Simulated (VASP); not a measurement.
# Sb (Pm-3m) in VASP: single point with PBEsol

Aim: the single point of Sb with PBEsol.

Program: VASP 6.6.1. These are calculated values, not measurements. Logs are shortened: lines on timing, memory, paths and dates and some standing lists are left out, and cuts for length are marked.

### 1 The cell of the first run

The structure is cubic, space group Pm-3m (No. 221). Conventional cell: a = 3.160 Å, b = 3.160 Å, c = 3.160 Å, α = 90.00°, β = 90.00°, γ = 90.00°. Within 4.2 Å of Sb (site symmetry m-3m) lie 6 Sb at 3.16 Å.

### 2 Single point, PBEsol

The input, INCAR:

```
PREC     = Accurate       # precision mode
ENCUT    = 520            # plane-wave cutoff, eV
EDIFF    = 1E-7           # SCF threshold, eV
ISMEAR   = 1              # smearing method
SIGMA    = 0.15           # smearing width, eV
LREAL    = False          # projectors in reciprocal space
LASPH    = True           # aspherical terms in the spheres
NELM     = 60             # most SCF steps
ALGO     = Normal         # electronic algorithm
ISIF     = 2              # what is computed and relaxed
LWAVE    = False          # write WAVECAR
LCHARG   = False          # write CHGCAR
GGA      = PS             # functional
NBANDS   = 8              # bands
```

The input, KPOINTS:

```
regular mesh
0
Gamma
  7 7 7
```

The input, POSCAR:

```
Sb
1.0
    3.1600000000      0.0000000000      0.0000000000
    0.0000000000      3.1600000000      0.0000000000
    0.0000000000      0.0000000000      3.1600000000
Sb
1
Direct
    0.0000000000      0.0000000000      0.0000000000
```

Potentials or basis: VASP PAW PBE potentials, release 64 (Sb).

Launch:

```console
cat potpaw_PBE.64/Sb/POTCAR > POTCAR
mpirun -np 1 vasp_std > vasp.out
```

OUTCAR:

```text
PREC = Accurate
   ENCUT = 520
   EDIFF = 1E-7
   ISMEAR = 1
   LREAL = False
   LASPH = True
   NELM = 60
   ISIF = 2
   GGA = PS

 ion  position               nearest neighbor table
   1  0.000  0.000  0.000-

  LATTYP: Found a simple cubic cell.
 ALAT       =     3.1600000000

  Lattice vectors:

 A1 = (   3.1600000000,   0.0000000000,   0.0000000000)
 A2 = (   0.0000000000,   3.1600000000,   0.0000000000)
 A3 = (   0.0000000000,   0.0000000000,   3.1600000000)

Analysis of symmetry for initial positions (statically):
=====================================================================
 Subroutine PRICEL returns:
 Original cell was already a primitive cell.

 Routine SETGRP: Setting up the symmetry group for a
 simple cubic supercell.

 Subroutine GETGRP returns: Found 48 space group operations
 (whereof 48 operations were pure point group operations)
 out of a pool of 48 trial point group operations.

The static configuration has the point symmetry O_h .

Analysis of symmetry for dynamics (positions and initial velocities):
=====================================================================
 Subroutine PRICEL returns:
 Original cell was already a primitive cell.

 Routine SETGRP: Setting up the symmetry group for a
 simple cubic supercell.

 Subroutine GETGRP returns: Found 48 space group operations
 (whereof 48 operations were pure point group operations)
 out of a pool of 48 trial point group operations.

The dynamic configuration has the point symmetry O_h .

 Subroutine INISYM returns: Found 48 space group operations
 (whereof 48 operations are pure point group operations),
 and found     1 'primitive' translations

----------------------------------------------------------------------------------------

                                     Primitive cell

  volume of cell :      31.5545

  direct lattice vectors                    reciprocal lattice vectors
     3.160000000  0.000000000  0.000000000     0.316455696  0.000000000  0.000000000
     0.000000000  3.160000000  0.000000000     0.000000000  0.316455696  0.000000000
     0.000000000  0.000000000  3.160000000     0.000000000  0.000000000  0.316455696

  length of vectors
     3.160000000  3.160000000  3.160000000     0.316455696  0.316455696  0.316455696

  position of ions in fractional coordinates (direct lattice)
     0.000000000  0.000000000  0.000000000

  ion indices of the primitive-cell ions
   primitive index   ion index
                 1           1

----------------------------------------------------------------------------------------

 KPOINTS: regular mesh

Automatic generation of k-mesh.
 Grid dimensions read from file:
 generate k-points for:    7    7    7

 Generating k-lattice:

  Cartesian coordinates                     Fractional coordinates (reciprocal lattice)
     0.045207957  0.000000000  0.000000000     0.142857143  0.000000000  0.000000000
     0.000000000  0.045207957  0.000000000     0.000000000  0.142857143  0.000000000
     0.000000000  0.000000000  0.045207957     0.000000000  0.000000000  0.142857143

  Length of vectors
     0.045207957  0.045207957  0.045207957

  Shift w.r.t. Gamma in fractional coordinates (k-lattice)
     0.000000000  0.000000000  0.000000000

 Subroutine IBZKPT returns following result:
 ===========================================

 Found     20 irreducible k-points:

 Following reciprocal coordinates:
            Coordinates               Weight
  0.000000  0.000000  0.000000      1.000000
  0.142857  0.000000  0.000000      6.000000
  0.285714  0.000000  0.000000      6.000000
  0.428571  0.000000  0.000000      6.000000
  0.142857  0.142857  0.000000     12.000000
  0.285714  0.142857  0.000000     24.000000
[... 12 lines left out ...]
  0.428571  0.428571  0.285714     24.000000
  0.428571  0.428571  0.428571      8.000000
   k-points           NKPTS =     20   k-points in BZ     NKDIM =     20   number of bands    NBANDS=      8
   number of dos      NEDOS =    301   number of ions     NIONS =      1
   total plane-waves  NPLWV =  13824
   dimension x,y,z NGX =    24 NGY =   24 NGZ =   24
   dimension x,y,z NGXF=    48 NGYF=   48 NGZF=   48
   ions per type =               1
   NGX,Y,Z   is equivalent  to a cutoff of  12.63, 12.63, 12.63 a.u.
   NGXF,Y,Z  is equivalent  to a cutoff of  25.25, 25.25, 25.25 a.u.
 SYSTEM =  unknown system
   PREC   = accura    normal or accurate (medium, high low for compatibility)
   ISTART =      0    job   : 0-new  1-cont  2-samecut
   ICHARG =      2    charge: 1-file 2-atom 10-const
   ISPIN  =      1    spin polarized calculation?
   LNONCOLLINEAR =      F non collinear calculations
   LSORBIT =      F    spin-orbit coupling
   LASPH  =      T    aspherical Exc in radial PAW
   ENCUT  =  520.0 eV  38.22 Ry    6.18 a.u.   5.88  5.88  5.88*2*pi/ulx,y,z
   NELM   =     60;   NELMIN=  2; NELMDL= -5     # of ELM steps
   EDIFF  = 0.1E-06   stopping-criterion for ELM
   LREAL  =      F    real-space projection
   EDIFFG = 0.1E-05   stopping-criterion for IOM
   NSW    =      0    number of steps for IOM
   IBRION =     -1    ionic relax: 0-MD 1-quasi-New 2-CG
   NFREE  =      0    steps in history (QN), initial steepest desc. (CG)
   ISIF   =      2    stress and relaxation
   ISYM   =      2    0-nonsym 1-usesym 2-fastsym
   POTIM  = 0.5000    time-step for ionic-motion
   TEBEG  =    0.0;   TEEND  =   0.0 temperature during run
   PSTRESS=    0.0 pullay stress
   NELECT =       5.0000    total number of electrons
   NUPDOWN=      -1.0000    fix difference up-down
   EMIN   =  10.00;   EMAX   =-10.00  energy-range for DOS
   EFERMI =   0.00;   METHOD = LEGACY
   ISMEAR =     1;   SIGMA  =   0.15  broadening in eV -4-tet -1-fermi 0-gaus
   EFERMI_NEDOS =   21; number of points for ismear=-14 and -15
   IALGO  =     38    algorithm
   IMIX   =      4    mixing-type and parameters
     AMIX     =   0.40;   BMIX     =  1.00
     AMIX_MAG =   1.60;   BMIX_MAG =  1.00
  volume/ion in A,a.u.               =      31.55       212.94
  Fermi-wavevector in a.u.,A,eV,Ry     =   0.885886  1.674081 10.677766  0.784794
  Thomas-Fermi vector in A             =   2.006979
   LORBIT       =      0    0 simple, 1 ext, 2 COOP (PROOUT), +10 PAW based schemes
   GGA     = PS    functional components
   LHFCALC =     F    Hartree Fock is set to
   AEXX    =    0.0000 exact exchange contribution
   IVDW    =     0    specifies the selected vdW correction
   LEPSILON=     F    determine dielectric tensor
   LRPA    =     F    only Hartree local field effects (RPA)
 non-spin polarized calculation
 Methfessel and Paxton  Order N= 1 SIGMA  =   0.15
  energy-cutoff  :      520.00
  volume of cell :       31.55
 maximum number of plane-waves:       870
 NGX is ok and might be reduce to    24
   NGX = 11   NGY = 11   NGZ = 11

 number of electron       5.0000001 magnetization

 Free energy of the ion-electron system (eV)
  ---------------------------------------------------
  ext. energy  EPLUGINS =         0.00000000
  ---------------------------------------------------
  free energy    TOTEN  =        -4.51644376 eV

  energy without entropy =       -4.51476515  energy(sigma->0) =       -4.51588423

 E-fermi :   6.1633     XC(G=0):  -9.5191

 val. band max:        5.8214162776   @ k =   0.4286   0.2857   0.1429
 cond. band min:       6.1732034613   @ k =   0.2857   0.2857   0.2857
 fundamental gap:      0.3517871836
 Fermi energy:         6.1633131272

 k-point     1 :       0.0000    0.0000    0.0000
  band No.  band energies     occupation
      1      -5.6828      2.00000
      2       9.4173      0.00000
      3       9.4173      0.00000
      4       9.4173      0.00000
      5      13.1929      0.00000
      6      13.1929      0.00000
      7      14.0963      0.00000
      8      23.7056      0.00000

 k-point     2 :       0.1429    0.0000    0.0000
  band No.  band energies     occupation
      1      -5.4061      2.00000
      2       6.9097     -0.00000
      3       9.6828      0.00000
      4       9.6828      0.00000
      5      13.4215      0.00000
      6      13.9870      0.00000
      7      16.4537      0.00000
      8      21.7877      0.00000

 k-point     3 :       0.2857    0.0000    0.0000
  band No.  band energies     occupation
      1      -4.6254      2.00000
      2       3.7018      2.00000
      3      10.3829      0.00000
      4      10.3829      0.00000
      5      14.0836      0.00000
      6      14.7842      0.00000
      7      19.4334      0.00000
      8      19.4334      0.00000

 k-point     4 :       0.4286    0.0000    0.0000
  band No.  band energies     occupation
      1      -3.6603      2.00000
      2       1.4459      2.00000
      3      11.1191      0.00000
      4      11.1191      0.00000
      5      14.9843      0.00000
      6      16.0698      0.00000
      7      17.8236      0.00000
      8      17.8236      0.00000

 k-point     5 :       0.1429    0.1429    0.0000
  band No.  band energies     occupation
      1      -5.1293      2.00000
      2       7.0762     -0.00000
      3       7.2844     -0.00000
      4       9.9489      0.00000
      5      13.9216      0.00000
      6      16.3641      0.00000
      7      16.7378      0.00000
      8      19.4163      0.00000

 k-point     6 :       0.2857    0.1429    0.0000
  band No.  band energies     occupation
      1      -4.3477      2.00000
      2       3.9680      2.00000
      3       7.9204     -0.00000
      4      10.6504      0.00000
      5      14.5928      0.00000
      6      15.8752      0.00000
      7      17.7463      0.00000
      8      19.6407      0.00000

 k-point     7 :       0.4286    0.1429    0.0000
  band No.  band energies     occupation
      1      -3.3801      2.00000
      2       1.7106      2.00000
      3       8.7609     -0.00000
      4      11.3883      0.00000
      5      14.0377      0.00000
      6      15.8293      0.00000
      7      17.8543      0.00000
      8      18.0413      0.00000
[... 89 lines left out ...]
 k-point    16 :       0.4286    0.4286    0.1429
  band No.  band energies     occupation
      1      -1.2823      2.00000
      2       3.4369      2.00000
      3       3.5681      2.00000
      4       9.4656      0.00000
      5      10.6276      0.00000
      6      16.0329      0.00000
      7      16.1917      0.00000
      8      19.7838      0.00000

 k-point    17 :       0.2857    0.2857    0.2857
  band No.  band energies     occupation
      1      -2.4909      2.00000
      2       5.4920      2.00000
      3       5.4920      2.00000
      4       6.1732      0.88867
      5      13.5767      0.00000
      6      14.4627      0.00000
      7      14.4627      0.00000
      8      20.8803      0.00000

 k-point    18 :       0.4286    0.2857    0.2857
  band No.  band energies     occupation
      1      -1.4946      2.00000
      2       3.3982      2.00000
      3       6.2420      0.23372
      4       6.9089     -0.00000
      5      11.7748      0.00000
      6      12.6512      0.00000
      7      15.1825      0.00000
      8      18.8938      0.00000

 k-point    19 :       0.4286    0.4286    0.2857
  band No.  band energies     occupation
      1      -0.4575      2.00000
      2       4.1190      2.00000
      3       4.2658      2.00000
      4       7.4265     -0.00000
      5      10.2411      0.00000
      6      13.2164      0.00000
      7      13.3913      0.00000
      8      16.8013      0.00000

 k-point    20 :       0.4286    0.4286    0.4286
  band No.  band energies     occupation
      1       0.6391      2.00000
      2       4.8485      2.00000
      3       4.8485      2.00000
      4       5.2085      2.00000
      5      11.0896      0.00000
      6      11.5861      0.00000
      7      11.5861      0.00000
      8      14.5936      0.00000

------------------------ aborting loop because EDIFF is reached ----------------------------------------

  FORCE on cell =-STRESS in cart. coord.  units (eV):
  Direction    XX          YY          ZZ          XY          YZ          ZX
  --------------------------------------------------------------------------------------
  -------------------------------------------------------------------------------------
  Total       -0.9395399     -0.9395399     -0.9395399     -0.0000000      0.0000000      0.0000000
  in kB      -47.7050741    -47.7050741    -47.7050741     -0.0000000      0.0000000      0.0000000
  external PRESSURE =     -47.7050741 kB  Pullay stress =       0.0000000 kB

 VOLUME and BASIS-vectors are now :
 -----------------------------------------------------------------------------
  energy-cutoff  :      520.00
  volume of cell :       31.55
      direct lattice vectors                 reciprocal lattice vectors
     3.160000000  0.000000000  0.000000000     0.316455696  0.000000000  0.000000000
     0.000000000  3.160000000  0.000000000     0.000000000  0.316455696  0.000000000
     0.000000000  0.000000000  3.160000000     0.000000000  0.000000000  0.316455696

 POSITION                                       TOTAL-FORCE (eV/Angst)
 -----------------------------------------------------------------------------------
      0.00000      0.00000      0.00000         0.000000      0.000000      0.000000
 -----------------------------------------------------------------------------------
    total drift:                                0.000000      0.000000      0.000000

  FREE ENERGIE OF THE ION-ELECTRON SYSTEM (eV)
  ---------------------------------------------------
  free  energy   TOTEN  =        -4.5164437642 eV

  energy  without entropy=       -4.5147651477  energy(sigma->0) =       -4.51588423
```

It took 5.4 s on 1 thread of AMD EPYC 7R13, shared host; peak memory 0.1 GiB.

Results:

| Item | Value |
| --- | --- |
| Free energy | -4.5164 eV |
| Pressure | -4.8 GPa |

Caveat: the PAW data sets were made with another functional, which shifts forces and pressure a little; spin-orbit coupling is left out, which moves the levels of the heavy elements.
